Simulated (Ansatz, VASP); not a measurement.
# Two plane-wave programs on ZrB2

File INCAR:

```
SYSTEM = ZrB2
  PREC = Accurate
  ENCUT = 520
  EDIFF = 1E-6
  ISMEAR = 0
  SIGMA = 0.15
  LREAL = .FALSE.
  LASPH = .TRUE.
  NELM = 60
  ALGO = Normal
  ISIF = 2
  LWAVE = .FALSE.
  LCHARG = .FALSE.
  GGA = PS
  NBANDS = 16
```

KPOINTS

```
Automatic mesh
0
G
  18 18 12
  0 0 0
```

Contents of POSCAR:

```
ZrB2
1.0
    3.1964010335      0.0000000000      0.0000000000
   -1.5982005168      2.7681644957      0.0000000000
    0.0000000000      0.0000000000      3.5529405327
Zr B
1 2
Direct
    0.0000000000      0.0000000000      0.0000000000
    0.3333333333      0.6666666667      0.5000000000
    0.6666666667      0.3333333333      0.5000000000
```

Input for Ansatz:

```yaml
crystal:
  lattice:
    - [3.1964010335, 0.0, 0.0]
    - [-1.5982005168, 2.7681644957, 0.0]
    - [0.0, 0.0, 3.5529405327]
  atoms:
    - { symbol: Zr, position: [0.0, 0.0, 0.0] }
    - { symbol: B, position: [0.3333333333, 0.6666666667, 0.5] }
    - { symbol: B, position: [0.6666666667, 0.3333333333, 0.5] }
basis:
  ecutwfc: 520.0
kpoints:
  mp_grid: { grid: [18, 18, 12] }
hamiltonian:
  xc: pbesol
scf:
  occupations: { method: gaussian, width: 0.15 }
output:
  forces: true
  stress: true
  eigenvalues: true
```

Alike in both runs: task single point; functional PBEsol; k mesh 18 × 18 × 12; occupations gaussian, width 0.15 eV; no spin polarisation.

|  | VASP | Ansatz |
| --- | --- | --- |
| version | VASP 6.6.1 | Ansatz 0.2.0 |
| potentials or method | VASP PAW PBE potentials, release 64 (Zr_sv, B), cutoff 520 eV | scalar-relativistic, plane waves, PAW |
| valence electrons in the cell | 18 | 18 |

```csv
,VASP,Ansatz,Ansatz less VASP
gap on the k mesh at the Fermi level (eV),none,none,-
pressure (GPa),-8.8,-9.1,-0.31
"traceless stress, the component that is largest in VASP (GPa)",0.52,0.53,+0.010
```

VASP's potentials were made for PBE, not for PBEsol. A gap of «none» marks a metal or a gap that the smearing closes.
